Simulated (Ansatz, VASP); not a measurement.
**ScTaN in VASP and in Ansatz**

```
Ta Sc N
1.0
     3.08507    0.00000    0.00000
    -1.54253    2.67175    0.00000
     0.00000    0.00000   10.34014
Ta Sc N
2 2 2
Cartesian
  0.0000 1.7812 2.5399
  1.5425 0.8906 7.8003
  0.0000 0.0000 0.0000
  0.0000 0.0000 5.1701
  0.0000 1.7812 6.5126
  1.5425 0.8906 3.8275
```

Alike in both runs: functional r2SCAN; k mesh 10 × 10 × 3; occupations fermi-dirac, width 0.05 eV; no spin polarisation.

```csv
,VASP,Ansatz
version,VASP 6.6.1,Ansatz 0.2.0
potentials or method,"VASP PAW PBE potentials, release 64 (Ta_sv_GW, Sc_sv, N)",Ansatz PAW
plane-wave cutoff (eV),770,500
valence electrons in the cell,58,58
task,single point,band structure
```

VASP gave:

* gap on the k mesh at the Fermi level (eV): none
* pressure (GPa): -1.9
* traceless stress, the component that is largest in VASP (GPa): 0.13
* rms of the force components (eV/Å): 0.018

Q: Which values does Ansatz return?

A: gap on the k mesh at the Fermi level (eV): none; pressure (GPa): -2.5; traceless stress, the component that is largest in VASP (GPa): -0.01; rms of the force components (eV/Å): 0.043.

VASP's potentials were made for PBE, not for r2SCAN. Atom by atom the forces differ by 0.026 eV/Å (rms over components). A gap of «none» marks a metal or a gap that the smearing closes. With one functional, cell and mesh, what is left measures potentials, basis and numerics.

Spin-orbit coupling is off throughout.
